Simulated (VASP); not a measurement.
# Ti (P6/mmm) in VASP: further runs

The runs below take Ti through single point, relaxation of cell and atoms, with PBEsol.

All numbers are computed with VASP 6.6.1; they aren't measurements. Logs are shortened: lines on timing, memory, paths and dates and some standing lists are left out, and cuts for length are marked.

## (1) The cell of the first run

The structure is hexagonal, space group P6/mmm (No. 191). Conventional cell: a = 3.558 Å, b = 3.558 Å, c = 1.888 Å, α = 90.00°, β = 90.00°, γ = 120.00°. Ti (site symmetry 6/mmm) has 14 Ti at 1.89 to 2.26 Å within 2.5 Å. Ti (site symmetry -6m2) has 11 Ti at 1.89 to 2.26 Å within 2.5 Å.

This isn't the form of Ti at room conditions, which is hcp.

## (2) Single point, PBEsol

INCAR reads:

```
PREC = Accurate
ENCUT = 520
EDIFF = 1E-6
ISMEAR = -1
SIGMA = 0.1
LREAL = False
LASPH = True
NELM = 100
ALGO = Normal
ISIF = 2
LWAVE = False
LCHARG = False
GGA = PS
NBANDS = 25
```

KPOINTS reads:

```
Automatic mesh
0
Gamma
  11 11 15
```

POSCAR reads:

```
Ti
1.0
    3.5575137081      0.0000000000      0.0000000000
   -1.7787568540      3.0808972455      0.0000000000
    0.0000000000      0.0000000000      1.8876708729
Ti
3
Direct
    0.0000000000      0.0000000000      0.0000000000
    0.3333333333      0.6666666667      0.5000000000
    0.6666666667      0.3333333333      0.5000000000
```

Potentials or basis: VASP PAW PBE potentials, release 64 (Ti_sv).

The run is started by

```
$ cat potpaw_PBE.64/Ti_sv/POTCAR > POTCAR
$ mpirun -np 1 vasp_std > vasp.out
```

OUTCAR:

```text
PREC = Accurate
   ENCUT = 520
   EDIFF = 1E-6
   ISMEAR = -1
   LREAL = False
   LASPH = True
   NELM = 100
   ISIF = 2
   GGA = PS

 ion  position               nearest neighbor table
   1  0.000  0.000  0.000-   2 2.26   3 2.26   2 2.26   3 2.26   2 2.26   2 2.26   3 2.26   3 2.26
                             3 2.26   3 2.26   2 2.26   2 2.26
   2  0.333  0.667  0.500-   3 2.05   3 2.05   3 2.05   1 2.26   1 2.26   1 2.26   1 2.26   1 2.26
                             1 2.26   3 2.79   3 2.79   3 2.79   3 2.79   3 2.79   3 2.79
   3  0.667  0.333  0.500-   2 2.05   2 2.05   2 2.05   1 2.26   1 2.26   1 2.26   1 2.26   1 2.26
                             1 2.26   2 2.79   2 2.79   2 2.79   2 2.79   2 2.79   2 2.79

  LATTYP: Found a hexagonal cell.
 ALAT       =     3.5575137081
 C/A-ratio  =     0.5306152071

  Lattice vectors:

 A1 = (   3.5575137081,   0.0000000000,   0.0000000000)
 A2 = (  -1.7787568540,   3.0808972455,   0.0000000000)
 A3 = (   0.0000000000,   0.0000000000,   1.8876708729)

Analysis of symmetry for initial positions (statically):
=====================================================================
 Subroutine PRICEL returns:
 Original cell was already a primitive cell.

 Routine SETGRP: Setting up the symmetry group for a
 hexagonal supercell.

 Subroutine GETGRP returns: Found 24 space group operations
 (whereof 24 operations were pure point group operations)
 out of a pool of 24 trial point group operations.

The static configuration has the point symmetry D_6h.

Analysis of symmetry for dynamics (positions and initial velocities):
=====================================================================
 Subroutine PRICEL returns:
 Original cell was already a primitive cell.

 Routine SETGRP: Setting up the symmetry group for a
 hexagonal supercell.

 Subroutine GETGRP returns: Found 24 space group operations
 (whereof 24 operations were pure point group operations)
 out of a pool of 24 trial point group operations.

The dynamic configuration has the point symmetry D_6h.

 Subroutine INISYM returns: Found 24 space group operations
 (whereof 24 operations are pure point group operations),
 and found     1 'primitive' translations

----------------------------------------------------------------------------------------

                                     Primitive cell

  volume of cell :      20.6895

  direct lattice vectors                    reciprocal lattice vectors
     3.557513708  0.000000000  0.000000000     0.281095192  0.162290385  0.000000000
    -1.778756854  3.080897246  0.000000000     0.000000000  0.324580770  0.000000000
     0.000000000  0.000000000  1.887670873     0.000000000  0.000000000  0.529753367

  length of vectors
     3.557513708  3.557513708  1.887670873     0.324580770  0.324580770  0.529753367

  position of ions in fractional coordinates (direct lattice)
     0.000000000  0.000000000  0.000000000
     0.333333333  0.666666667  0.500000000
     0.666666667  0.333333333  0.500000000

  ion indices of the primitive-cell ions
   primitive index   ion index
                 1           1
                 2           2
                 3           3

----------------------------------------------------------------------------------------

 KPOINTS: Automatic mesh

Automatic generation of k-mesh.
 Grid dimensions read from file:
 generate k-points for:   11   11   15

 Generating k-lattice:

  Cartesian coordinates                     Fractional coordinates (reciprocal lattice)
     0.025554108  0.014753671  0.000000000     0.090909091  0.000000000  0.000000000
     0.000000000  0.029507343  0.000000000     0.000000000  0.090909091  0.000000000
     0.000000000  0.000000000  0.035316891     0.000000000  0.000000000  0.066666667

  Length of vectors
     0.029507343  0.029507343  0.035316891

  Shift w.r.t. Gamma in fractional coordinates (k-lattice)
     0.000000000  0.000000000  0.000000000

 Subroutine IBZKPT returns following result:
 ===========================================

 Found    128 irreducible k-points:

 Following reciprocal coordinates:
            Coordinates               Weight
  0.000000  0.000000  0.000000      1.000000
  0.090909  0.000000  0.000000      6.000000
  0.181818  0.000000  0.000000      6.000000
  0.272727 -0.000000  0.000000      6.000000
  0.363636  0.000000  0.000000      6.000000
  0.454545  0.000000  0.000000      6.000000
[... 16 lines left out ...]
  0.090909  0.090909  0.066667     12.000000
  0.181818  0.090909  0.066667     24.000000
 [... further k-points ...]
   k-points           NKPTS =    128   k-points in BZ     NKDIM =    128   number of bands    NBANDS=     25
   number of dos      NEDOS =    301   number of ions     NIONS =      3
   total plane-waves  NPLWV =  10976
   dimension x,y,z NGX =    28 NGY =   28 NGZ =   14
   dimension x,y,z NGXF=    56 NGYF=   56 NGZF=   28
   ions per type =               3
   NGX,Y,Z   is equivalent  to a cutoff of  13.08, 13.08, 12.33 a.u.
   NGXF,Y,Z  is equivalent  to a cutoff of  26.17, 26.17, 24.66 a.u.
 SYSTEM =  unknown system
   PREC   = accura    normal or accurate (medium, high low for compatibility)
   ISTART =      0    job   : 0-new  1-cont  2-samecut
   ICHARG =      2    charge: 1-file 2-atom 10-const
   ISPIN  =      1    spin polarized calculation?
   LNONCOLLINEAR =      F non collinear calculations
   LSORBIT =      F    spin-orbit coupling
   LASPH  =      T    aspherical Exc in radial PAW
   ENCUT  =  520.0 eV  38.22 Ry    6.18 a.u.   6.61  6.61  3.51*2*pi/ulx,y,z
   NELM   =    100;   NELMIN=  2; NELMDL= -5     # of ELM steps
   EDIFF  = 0.1E-05   stopping-criterion for ELM
   LREAL  =      F    real-space projection
   EDIFFG = 0.1E-04   stopping-criterion for IOM
   NSW    =      0    number of steps for IOM
   IBRION =     -1    ionic relax: 0-MD 1-quasi-New 2-CG
   NFREE  =      0    steps in history (QN), initial steepest desc. (CG)
   ISIF   =      2    stress and relaxation
   ISYM   =      2    0-nonsym 1-usesym 2-fastsym
   POTIM  = 0.5000    time-step for ionic-motion
   TEBEG  =    0.0;   TEEND  =   0.0 temperature during run
   PSTRESS=    0.0 pullay stress
   NELECT =      36.0000    total number of electrons
   NUPDOWN=      -1.0000    fix difference up-down
   EMIN   =  10.00;   EMAX   =-10.00  energy-range for DOS
   EFERMI =   0.00;   METHOD = LEGACY
   ISMEAR =    -1;   SIGMA  =   0.10  broadening in eV -4-tet -1-fermi 0-gaus
   EFERMI_NEDOS =   21; number of points for ismear=-14 and -15
   IALGO  =     38    algorithm
   IMIX   =      4    mixing-type and parameters
     AMIX     =   0.40;   BMIX     =  1.00
     AMIX_MAG =   1.60;   BMIX_MAG =  1.00
  volume/ion in A,a.u.               =       6.90        46.54
  Fermi-wavevector in a.u.,A,eV,Ry     =   1.969060  3.720984 52.752478  3.877198
  Thomas-Fermi vector in A             =   2.992150
   LORBIT       =      0    0 simple, 1 ext, 2 COOP (PROOUT), +10 PAW based schemes
   GGA     = PS    functional components
   LHFCALC =     F    Hartree Fock is set to
   AEXX    =    0.0000 exact exchange contribution
   IVDW    =     0    specifies the selected vdW correction
   LEPSILON=     F    determine dielectric tensor
   LRPA    =     F    only Hartree local field effects (RPA)
 non-spin polarized calculation
  energy-cutoff  :      520.00
  volume of cell :       20.69
 maximum number of plane-waves:       581
 NGX is ok and might be reduce to    28
   NGX = 13   NGY = 13   NGZ =  7

 number of electron      36.0000005 magnetization

 Free energy of the ion-electron system (eV)
  ---------------------------------------------------
  ext. energy  EPLUGINS =         0.00000000
  ---------------------------------------------------
  free energy    TOTEN  =        -5.48087497 eV

  energy without entropy =       -5.42311960  energy(sigma->0) =       -5.45199728

 E-fermi :  22.1117     XC(G=0): -16.8795

 val. band max:       22.1042400167   @ k =   0.0909   0.0909   0.4000
 cond. band min:      22.1141002567   @ k =   0.0000   0.0000   0.4000
 fundamental gap:      0.0098602400
 Fermi energy:        22.1116617443

 k-point     1 :       0.0000    0.0000    0.0000
  band No.  band energies     occupation
      1     -36.4861      2.00000
      2     -33.6646      2.00000
      3     -33.6428      2.00000
      4     -13.0503      2.00000
      5     -13.0503      2.00000
      6     -12.3882      2.00000
[... 17 lines left out ...]
     24      28.1619      0.00000
     25      28.2992      0.00000

 k-point     2 :       0.0909    0.0000    0.0000
  band No.  band energies     occupation
      1     -36.4313      2.00000
      2     -33.7011      2.00000
      3     -33.6859      2.00000
      4     -13.4162      2.00000
      5     -13.3180      2.00000
      6     -11.9522      2.00000
[... 17 lines left out ...]
     24      27.7737      0.00000
     25      28.8079      0.00000

 k-point     3 :       0.1818    0.0000    0.0000
  band No.  band energies     occupation
      1     -36.2699      2.00000
      2     -33.8459      2.00000
      3     -33.7695      2.00000
      4     -13.9021      2.00000
      5     -13.4944      2.00000
      6     -11.2611      2.00000
[... 17 lines left out ...]
     24      27.5504      0.00000
     25      29.4047      0.00000

 k-point     4 :       0.2727   -0.0000    0.0000
  band No.  band energies     occupation
      1     -36.0123      2.00000
      2     -34.1005      2.00000
      3     -33.8619      2.00000
      4     -14.2980      2.00000
      5     -13.3636      2.00000
      6     -10.5403      2.00000
[... 17 lines left out ...]
     24      27.5803      0.00000
     25      29.9959      0.00000

 k-point     5 :       0.3636    0.0000    0.0000
  band No.  band energies     occupation
      1     -35.6773      2.00000
      2     -34.4413      2.00000
      3     -33.9398      2.00000
      4     -14.5724      2.00000
      5     -12.9229      2.00000
      6     -10.1972      2.00000
[... 17 lines left out ...]
     24      28.3800      0.00000
     25      29.9733      0.00000

 k-point     6 :       0.4545    0.0000    0.0000
  band No.  band energies     occupation
      1     -35.3032      2.00000
      2     -34.8218      2.00000
      3     -33.9838      2.00000
      4     -14.7124      2.00000
      5     -12.2377      2.00000
      6     -11.1987      2.00000
[... 17 lines left out ...]
     24      29.1254      0.00000
     25      30.2191      0.00000
[... 393 lines left out ...]
 k-point    21 :       0.3636    0.0000    0.0667
  band No.  band energies     occupation
      1     -35.5817      2.00000
      2     -34.3537      2.00000
      3     -33.8580      2.00000
      4     -14.4751      2.00000
      5     -12.8485      2.00000
      6     -10.1592      2.00000
[... 17 lines left out ...]
     24      27.7696      0.00000
     25      29.3376      0.00000

 k-point    22 :       0.4545    0.0000    0.0667
  band No.  band energies     occupation
      1     -35.2113      2.00000
      2     -34.7303      2.00000
      3     -33.9014      2.00000
      4     -14.6139      2.00000
      5     -12.1767      2.00000
      6     -11.1429      2.00000
[... 17 lines left out ...]
     24      28.7156      0.00000
     25      28.8813      0.00000

 k-point    23 :       0.0909    0.0909    0.0667
  band No.  band energies     occupation
      1     -36.2232      2.00000
      2     -33.6899      2.00000
      3     -33.6898      2.00000
      4     -13.5971      2.00000
      5     -13.4935      2.00000
      6     -11.2969      2.00000
[... 17 lines left out ...]
     24      27.0964      0.00000
     25      29.0863      0.00000

 k-point    24 :       0.1818    0.0909    0.0667
  band No.  band energies     occupation
      1     -36.0150      2.00000
      2     -33.8801      2.00000
      3     -33.7850      2.00000
      4     -13.9406      2.00000
      5     -13.5292      2.00000
      6     -10.6344      2.00000
[... 17 lines left out ...]
     24      27.0318      0.00000
     25      29.7526      0.00000

 [... further k-points ...]
[... 5 lines left out ...]
  --------------------------------------------------------------------------------------
  -------------------------------------------------------------------------------------
  Total       50.4778587     50.4778587     55.4951909      0.0000000     -0.0000000      0.0000000
  in kB     3908.9618802   3908.9618801   4297.4997618      0.0000001     -0.0000000      0.0000000
  external PRESSURE =    4038.4745074 kB  Pullay stress =       0.0000000 kB

 VOLUME and BASIS-vectors are now :
 -----------------------------------------------------------------------------
  energy-cutoff  :      520.00
  volume of cell :       20.69
      direct lattice vectors                 reciprocal lattice vectors
     3.557513708  0.000000000  0.000000000     0.281095192  0.162290385  0.000000000
    -1.778756854  3.080897246  0.000000000     0.000000000  0.324580770  0.000000000
     0.000000000  0.000000000  1.887670873     0.000000000  0.000000000  0.529753367

 POSITION                                       TOTAL-FORCE (eV/Angst)
 -----------------------------------------------------------------------------------
      0.00000      0.00000      0.00000        -0.000000      0.000000      0.000000
     -0.00000      2.05393      0.94384        -0.000000     -0.000000      0.000000
      1.77876      1.02697      0.94384         0.000000      0.000000     -0.000000
 -----------------------------------------------------------------------------------
    total drift:                                0.000000      0.000000     -0.000000

  FREE ENERGIE OF THE ION-ELECTRON SYSTEM (eV)
  ---------------------------------------------------
  free  energy   TOTEN  =        -5.4808749656 eV

  energy  without entropy=       -5.4231196036  energy(sigma->0) =       -5.45199728
```

Wall time 2.1 min (1 thread of Intel Xeon 8259CL, shared host); peak memory 0.17 GiB.

Results:

* Free energy: -5.4809 eV
* Pressure: 403.8 GPa
* Band gap on the k mesh: zero (bands 18 and 19 overlap by 3.20 eV)

Levels at points of the mesh, in eV from the Fermi level:
| k point | band 16 | band 17 | band 18 | band 19 | band 20 | band 21 |
| --- | --- | --- | --- | --- | --- | --- |
| (0.00, 0.00, 0.00) | -0.59 | -0.06 | -0.06 | 0.09 | 0.09 | 0.95 |

Caveat: atoms lie so close that the PAW spheres overlap strongly, which falsifies energies and pressures; the cell stands under pressure; the PAW data sets were made with another functional, which shifts forces and pressure a little.

(Continued in part 2 of 2.)
